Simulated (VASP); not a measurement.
# Na2WF6 (Fm-3m) in VASP: a series of runs

Na2WF6 is run at these levels: PBE; tasks: single point.

Everything below comes from runs of VASP 6.6.1. Logs are shortened: lines on timing, memory, paths and dates and some standing lists are left out, and cuts for length are marked.

### Step 1. The cell of the first run

The structure is cubic, space group Fm-3m (No. 225). The conventional cell has a = 8.179 Å, b = 8.179 Å, c = 8.179 Å, α = 90.00°, β = 90.00°, γ = 90.00°. Within 3.8 Å of Na (site symmetry -43m) lie 12 F at 2.89 Å and 4 W at 3.54 Å. W (site symmetry m-3m) has 6 F at 1.98 Å within 2.6 Å. F (site symmetry 4mm) has 1 W at 1.98 Å within 2.6 Å.

### Step 2. Single point, PBE, collinear spin, ferromagnetic start

The input, INCAR:

```
SYSTEM = Na2WF6
ALGO = Normal
EDIFF = 1E-6
ENCUT = 520
GGA = PE
ISIF = 2
ISMEAR = 0
ISPIN = 2
LASPH = .TRUE.
LCHARG = .FALSE.
LMAXMIX = 4
LORBIT = 11
LREAL = .FALSE.
LWAVE = .FALSE.
MAGMOM = 0 0 0.99 0 0 0 0 0 0
NBANDS = 49
NELM = 150
PREC = Accurate
SIGMA = 0.1
```

The input, KPOINTS:

```
k-points
0
G
  8 8 8
  0 0 0
```

The input, POSCAR:

```
Na2WF6
1.0
    0.0000000000      4.0894994082      4.0894994082
    4.0894994082      0.0000000000      4.0894994082
    4.0894994082      4.0894994082      0.0000000000
Na W F
2 1 6
Direct
    0.2500000000      0.2500000000      0.2500000000
    0.7500000000      0.7500000000      0.7500000000
    0.0000000000      0.0000000000      0.0000000000
    0.7584632083      0.2415367917      0.2415367917
    0.2415367917      0.7584632083      0.7584632083
    0.2415367917      0.7584632083      0.2415367917
    0.7584632083      0.2415367917      0.7584632083
    0.2415367917      0.2415367917      0.7584632083
    0.7584632083      0.7584632083      0.2415367917
```

Potentials or basis: VASP PAW PBE potentials, release 64 (Na_pv, W_sv, F).

On the command line:

```
$ cat potpaw_PBE.64/Na_pv/POTCAR potpaw_PBE.64/W_sv/POTCAR potpaw_PBE.64/F/POTCAR > POTCAR
$ mpirun -np 1 vasp_std > vasp.out
```

OUTCAR:

```text
SYSTEM = Na2WF6
   EDIFF = 1E-6
   ENCUT = 520
   GGA = PE
   ISIF = 2
   ISMEAR = 0
   ISPIN = 2
   LASPH = .TRUE.
   LORBIT = 11
   LREAL = .FALSE.
   NELM = 150
   PREC = Accurate

 ion  position               nearest neighbor table
   1  0.250  0.250  0.250-
   2  0.750  0.750  0.750-
   3  0.000  0.000  0.000-   4 1.98   5 1.98   6 1.98   7 1.98   8 1.98   9 1.98
   4  0.758  0.242  0.242-   3 1.98
   5  0.242  0.758  0.758-   3 1.98
   6  0.242  0.758  0.242-   3 1.98
   7  0.758  0.242  0.758-   3 1.98
   8  0.242  0.242  0.758-   3 1.98
   9  0.758  0.758  0.242-   3 1.98

  LATTYP: Found a face centered cubic cell.
 ALAT       =     8.1789988164

  Lattice vectors:

 A1 = (   0.0000000000,   4.0894994082,   4.0894994082)
 A2 = (   4.0894994082,   0.0000000000,   4.0894994082)
 A3 = (   4.0894994082,   4.0894994082,   0.0000000000)

Analysis of symmetry for initial positions (statically):
=====================================================================
 Subroutine PRICEL returns:
 Original cell was already a primitive cell.

 Routine SETGRP: Setting up the symmetry group for a
 face centered cubic supercell.

 Subroutine GETGRP returns: Found 48 space group operations
 (whereof 48 operations were pure point group operations)
 out of a pool of 48 trial point group operations.

The static configuration has the point symmetry O_h .

Analysis of symmetry for dynamics (positions and initial velocities):
=====================================================================
 Subroutine PRICEL returns:
 Original cell was already a primitive cell.

 Routine SETGRP: Setting up the symmetry group for a
 face centered cubic supercell.

 Subroutine GETGRP returns: Found 48 space group operations
 (whereof 48 operations were pure point group operations)
 out of a pool of 48 trial point group operations.

The dynamic configuration has the point symmetry O_h .

Analysis of structural, dynamic, and magnetic symmetry:
=====================================================================
 Subroutine PRICEL returns:
 Original cell was already a primitive cell.

 Routine SETGRP: Setting up the symmetry group for a
 face centered cubic supercell.

 Subroutine GETGRP returns: Found 48 space group operations
 (whereof 48 operations were pure point group operations)
 out of a pool of 48 trial point group operations.

The overall configuration has the point symmetry O_h .

 Subroutine INISYM returns: Found 48 space group operations
 (whereof 48 operations are pure point group operations),
 and found     1 'primitive' translations

----------------------------------------------------------------------------------------

                                     Primitive cell

  volume of cell :     136.7856

  direct lattice vectors                    reciprocal lattice vectors
     0.000000000  4.089499408  4.089499408    -0.122264353  0.122264353  0.122264353
     4.089499408  0.000000000  4.089499408     0.122264353 -0.122264353  0.122264353
     4.089499408  4.089499408  0.000000000     0.122264353  0.122264353 -0.122264353

  length of vectors
     5.783425526  5.783425526  5.783425526     0.211768072  0.211768072  0.211768072

  position of ions in fractional coordinates (direct lattice)
     0.250000000  0.250000000  0.250000000
     0.750000000  0.750000000  0.750000000
     0.000000000  0.000000000  0.000000000
     0.758463208  0.241536792  0.241536792
     0.241536792  0.758463208  0.758463208
     0.241536792  0.758463208  0.241536792
     0.758463208  0.241536792  0.758463208
     0.241536792  0.241536792  0.758463208
     0.758463208  0.758463208  0.241536792

  ion indices of the primitive-cell ions
   primitive index   ion index
                 1           1
                 2           2
                 3           3
                 4           4
                 5           5
                 6           6
                 7           7
                 8           8
                 9           9

----------------------------------------------------------------------------------------

 KPOINTS: k-points
[... 57 lines left out ...]
   NGXF,Y,Z  is equivalent  to a cutoff of  27.60, 27.60, 27.60 a.u.
 SYSTEM =  Na2WF6
   PREC   = accura    normal or accurate (medium, high low for compatibility)
   ISTART =      0    job   : 0-new  1-cont  2-samecut
   ICHARG =      2    charge: 1-file 2-atom 10-const
   ISPIN  =      2    spin polarized calculation?
   LNONCOLLINEAR =      F non collinear calculations
   LSORBIT =      F    spin-orbit coupling
   LASPH  =      T    aspherical Exc in radial PAW
   ENCUT  =  520.0 eV  38.22 Ry    6.18 a.u.  10.75 10.75 10.75*2*pi/ulx,y,z
   NELM   =    150;   NELMIN=  2; NELMDL= -5     # of ELM steps
   EDIFF  = 0.1E-05   stopping-criterion for ELM
   LREAL  =      F    real-space projection
   EDIFFG = 0.1E-04   stopping-criterion for IOM
   NSW    =      0    number of steps for IOM
   IBRION =     -1    ionic relax: 0-MD 1-quasi-New 2-CG
   NFREE  =      0    steps in history (QN), initial steepest desc. (CG)
   ISIF   =      2    stress and relaxation
   ISYM   =      2    0-nonsym 1-usesym 2-fastsym
   POTIM  = 0.5000    time-step for ionic-motion
   TEBEG  =    0.0;   TEEND  =   0.0 temperature during run
   PSTRESS=    0.0 pullay stress
   NELECT =      70.0000    total number of electrons
   NUPDOWN=      -1.0000    fix difference up-down
   EMIN   =  10.00;   EMAX   =-10.00  energy-range for DOS
   EFERMI =   0.00;   METHOD = LEGACY
   ISMEAR =     0;   SIGMA  =   0.10  broadening in eV -4-tet -1-fermi 0-gaus
   EFERMI_NEDOS =   21; number of points for ismear=-14 and -15
   IALGO  =     38    algorithm
   IMIX   =      4    mixing-type and parameters
     AMIX     =   0.40;   BMIX     =  1.00
     AMIX_MAG =   1.60;   BMIX_MAG =  1.00
  volume/ion in A,a.u.               =      15.20       102.56
  Fermi-wavevector in a.u.,A,eV,Ry     =   1.309465  2.474531 23.329905  1.714700
  Thomas-Fermi vector in A             =   2.440062
   LORBIT       =     11    0 simple, 1 ext, 2 COOP (PROOUT), +10 PAW based schemes
   GGA     = PE    functional components
   LHFCALC =     F    Hartree Fock is set to
   AEXX    =    0.0000 exact exchange contribution
   IVDW    =     0    specifies the selected vdW correction
   LEPSILON=     F    determine dielectric tensor
   LRPA    =     F    only Hartree local field effects (RPA)
 spin polarized calculation
 Gauss-broadening in eV      SIGMA  =   0.10
  energy-cutoff  :      520.00
  volume of cell :      136.79
 maximum number of plane-waves:      3708
 NGX is ok and might be reduce to    48
   NGX = 21   NGY = 21   NGZ = 21

 number of electron      69.9999973 magnetization       1.9999715

 Free energy of the ion-electron system (eV)
  ---------------------------------------------------
  ext. energy  EPLUGINS =         0.00000000
  ---------------------------------------------------
  free energy    TOTEN  =       -48.24130718 eV

  energy without entropy =      -48.18156709  energy(sigma->0) =      -48.21143714

 E-fermi :   2.5532     XC(G=0):  -8.6471

 val. band max:        2.5469955604   @ k =   0.3750   0.2500   0.0000
 cond. band min:       2.5535588425   @ k =   0.3750   0.2500   0.0000
 fundamental gap:      0.0065632822
 Fermi energy:         2.5531841811

 spin component 1

 k-point     1 :       0.0000    0.0000    0.0000
  band No.  band energies     occupation
      1     -73.7105      1.00000
      2     -38.1728      1.00000
      3     -38.1728      1.00000
      4     -38.1728      1.00000
      5     -22.7786      1.00000
      6     -22.7786      1.00000
[... 1189 lines left out ...]
     46      11.3488      0.00000
     47      11.5194      0.00000

 [... further k-points ...]

 spin component 2

 k-point     1 :       0.0000    0.0000    0.0000
  band No.  band energies     occupation
      1     -72.8977      1.00000
      2     -37.1030      1.00000
      3     -37.1030      1.00000
      4     -37.1030      1.00000
      5     -22.7787      1.00000
      6     -22.7787      1.00000
[... 1189 lines left out ...]
     46      11.4334      0.00000
     47      11.6832      0.00000

 [... further k-points ...]

 [bands above 47 left out]

------------------------ aborting loop because EDIFF is reached ----------------------------------------

  FORCE on cell =-STRESS in cart. coord.  units (eV):
  Direction    XX          YY          ZZ          XY          YZ          ZX
  --------------------------------------------------------------------------------------
  -------------------------------------------------------------------------------------
  Total        0.6196655      0.6196655      0.6196655      0.0000000     -0.0000000      0.0000000
  in kB        7.2581756      7.2581756      7.2581756      0.0000000     -0.0000000      0.0000000
  external PRESSURE =       7.2581756 kB  Pullay stress =       0.0000000 kB

 VOLUME and BASIS-vectors are now :
 -----------------------------------------------------------------------------
  energy-cutoff  :      520.00
  volume of cell :      136.79
      direct lattice vectors                 reciprocal lattice vectors
     0.000000000  4.089499408  4.089499408    -0.122264353  0.122264353  0.122264353
     4.089499408  0.000000000  4.089499408     0.122264353 -0.122264353  0.122264353
     4.089499408  4.089499408  0.000000000     0.122264353  0.122264353 -0.122264353

 POSITION                                       TOTAL-FORCE (eV/Angst)
 -----------------------------------------------------------------------------------
      2.04475      2.04475      2.04475         0.000000      0.000000      0.000000
      6.13425      6.13425      6.13425        -0.000000     -0.000000      0.000000
      0.00000      0.00000      0.00000        -0.000000      0.000000      0.000000
      1.97553      4.08950      4.08950         0.204788      0.000000      0.000000
      6.20347      4.08950      4.08950        -0.204788      0.000000      0.000000
      4.08950      1.97553      4.08950         0.000000      0.204788      0.000000
      4.08950      6.20347      4.08950         0.000000     -0.204788      0.000000
      4.08950      4.08950      1.97553         0.000000      0.000000      0.204788
      4.08950      4.08950      6.20347         0.000000      0.000000     -0.204788
 -----------------------------------------------------------------------------------
    total drift:                                0.000000      0.000000      0.000000

  FREE ENERGIE OF THE ION-ELECTRON SYSTEM (eV)
  ---------------------------------------------------
  free  energy   TOTEN  =       -48.2413071778 eV

  energy  without entropy=      -48.1815670939  energy(sigma->0) =      -48.21143714

 total charge

# of ion       s       p       d       tot
------------------------------------------
    1        0.014   5.956   0.000   5.970
    2        0.014   5.956   0.000   5.970
    3        2.292   6.346   3.196  11.835
    4        1.740   4.341   0.000   6.081
    5        1.740   4.341   0.000   6.081
    6        1.740   4.341   0.000   6.081
    7        1.740   4.341   0.000   6.081
    8        1.740   4.341   0.000   6.081
    9        1.740   4.341   0.000   6.081
--------------------------------------------------
tot         12.761  44.306   3.196  60.263

 magnetization (x)

# of ion       s       p       d       tot
------------------------------------------
    1       -0.000   0.000   0.000  -0.000
    2       -0.000   0.000   0.000  -0.000
    3        0.017   0.013   1.551   1.581
    4        0.000   0.033   0.000   0.034
    5        0.000   0.033   0.000   0.034
    6        0.000   0.033   0.000   0.034
    7        0.000   0.033   0.000   0.034
    8        0.000   0.033   0.000   0.034
    9        0.000   0.033   0.000   0.034
--------------------------------------------------
tot          0.019   0.212   1.551   1.782
```

It took 4.6 min on 1 thread of AMD EPYC 9R45 (Zen 5), shared host; peak memory 0.54 GiB.

Results:

| Property | Result |
| --- | --- |
| Free energy | -48.2413 eV |
| Pressure | 0.7 GPa |
| Largest force | 0.205 eV/Å |
| Band gap on the k mesh | zero (filled and empty bands overlap) |
| Net moment | 2.00 μB per cell |
| Site moments | Na -0.00; W +1.58; F +0.03 μB |
| Valence electrons inside the program's atomic spheres | Na 5.97; W 11.84; F 6.08 |

Forces on the atoms (eV/Å):
```
Na   0.000  0.000  0.000
Na   0.000  0.000  0.000
W    0.000  0.000  0.000
F    0.205  0.000  0.000
F   -0.205  0.000  0.000
F    0.000  0.205  0.000
F    0.000 -0.205  0.000
F    0.000  0.000  0.205
F    0.000  0.000 -0.205
```

Levels at points of the mesh, in eV from the Fermi level:
Spin up:
```tsv
k point	band 34	band 35	band 36	band 37	band 38	band 39	band 40	band 41
(0.00, 0.00, 0.00)	-5.20	-0.15	-0.15	-0.15	0.88	4.50	4.50	4.91
(0.50, 0.00, 0.00)	-5.38	-0.10	-0.02	-0.02	2.88	3.35	4.33	4.33
(0.50, 0.50, 0.00)	-5.21	-0.13	0.07	0.07	3.34	3.52	4.57	4.65
```
Spin down:
```tsv
k point	band 32	band 33	band 34	band 35	band 36	band 37
(0.00, 0.00, 0.00)	-5.10	-5.10	-5.10	0.99	1.28	1.28
(0.50, 0.00, 0.00)	-5.38	-5.38	-5.28	1.31	1.39	1.39
(0.50, 0.50, 0.00)	-5.51	-5.51	-5.11	1.31	1.46	1.46
```

Caveat: spin-orbit coupling is left out, which moves the levels of the heavy elements.

### Step 3. Single point, PBE, collinear spin, ferromagnetic start

The input, INCAR:

```
PREC = Accurate
ENCUT = 520
EDIFF = 1E-6
ISMEAR = 0
SIGMA = 0.1
LREAL = False
LASPH = True
NELM = 150
ALGO = Normal
ISIF = 2
LWAVE = False
LCHARG = True
ISPIN = 2
MAGMOM = 0 0 0.99 0 0 0 0 0 0
LORBIT = 11
LMAXMIX = 4
GGA = PE
LELF = True
LVHAR = True
NBANDS = 49
```

The input, KPOINTS:

```
Automatic mesh
0
Gamma
  8 8 8
```

POSCAR is that of step 2.

Potentials or basis: VASP PAW PBE potentials, release 64 (Na_pv, W_sv, F).

On the command line:

```
$ cat potpaw_PBE.64/Na_pv/POTCAR potpaw_PBE.64/W_sv/POTCAR potpaw_PBE.64/F/POTCAR > POTCAR
$ mpirun -np 1 vasp_std > vasp.out
```

It took 8.9 min on 1 thread of Intel Xeon Platinum 8259CL at 2.50GHz (Skylake/Cascade Lake), shared host; peak memory 0.57 GiB.

The run converged. Its results:

* Free energy: -48.2413 eV
* Pressure: 0.7 GPa
* Largest force: 0.205 eV/Å
* Band gap on the k mesh: zero (filled and empty bands overlap)
* Net moment: 2.00 μB per cell
* Site moments: Na -0.00; W +1.58; F +0.03 μB
* Valence electrons inside the program's atomic spheres: Na 5.97; W 11.84; F 6.08

Forces in eV/Å, atoms in the order of the input:
```
Na   0.000  0.000  0.000
Na   0.000  0.000  0.000
W    0.000  0.000  0.000
F    0.205  0.000  0.000
F   -0.205  0.000  0.000
F    0.000  0.205  0.000
F    0.000 -0.205  0.000
F    0.000  0.000  0.205
F    0.000  0.000 -0.205
```

Levels at points of the mesh, in eV from the Fermi level:
Spin up:
```tsv
k point	band 33	band 34	band 35	band 36	band 37	band 38	band 39	band 40	band 41	band 42
(0.00, 0.00, 0.00)	-5.20	-5.20	-0.15	-0.15	-0.15	0.88	4.50	4.50	4.91	7.82
(0.50, 0.00, 0.00)	-5.48	-5.38	-0.10	-0.02	-0.02	2.88	3.35	4.33	4.33	7.03
(0.50, 0.50, 0.00)	-5.57	-5.21	-0.13	0.07	0.07	3.34	3.52	4.57	4.65	5.10
```
Spin down:
| k point | band 30 | band 31 | band 32 | band 33 | band 34 | band 35 | band 36 | band 37 | band 38 | band 39 |
| --- | --- | --- | --- | --- | --- | --- | --- | --- | --- | --- |
| (0.00, 0.00, 0.00) | -5.45 | -5.45 | -5.10 | -5.10 | -5.10 | 0.99 | 1.28 | 1.28 | 1.28 | 4.96 |
| (0.50, 0.00, 0.00) | -5.47 | -5.47 | -5.38 | -5.38 | -5.28 | 1.31 | 1.39 | 1.39 | 3.02 | 3.40 |
| (0.50, 0.50, 0.00) | -5.61 | -5.61 | -5.51 | -5.51 | -5.11 | 1.31 | 1.46 | 1.46 | 3.57 | 3.71 |

Caveat: spin-orbit coupling is left out, which moves the levels of the heavy elements.
